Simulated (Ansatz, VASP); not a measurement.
**Two plane-wave programs on Mg**

```
Mg
1.0
     1.55927    0.90025    5.76159
    -1.55927    0.90025    5.76159
     0.00000   -1.80049    5.76159
Mg
2
Direct
  0.08826 0.08826 0.08826
  0.91174 0.91174 0.91174
```

Alike in both runs: functional PBE; k mesh 6 × 6 × 6; occupations gaussian, width 0.1 eV; no spin polarisation.

Ansatz relaxed the structure, and its values are those at the end. VASP's run is a single point on that final structure, the one shown.

```csv
,VASP,Ansatz
version,VASP 6.6.1,Ansatz 0.2.0
potentials or method,"VASP PAW PBE potentials, release 64 (Mg), cutoff 520 eV","scalar-relativistic, plane waves, PAW"
valence electrons in the cell,4,20
```

```tsv
	VASP	Ansatz	Ansatz less VASP
gap on the k mesh at the Fermi level (eV)	none	none	-
pressure (GPa)	-0.1	0.0	+0.10
```

A gap of «none» marks a metal or a gap that the smearing closes. VASP's potentials hold 4 valence electrons a cell and Ansatz's 20, so a difference there can come from the potentials and not from the codes.

The k mesh is coarse, so the values compare programs but aren't converged.
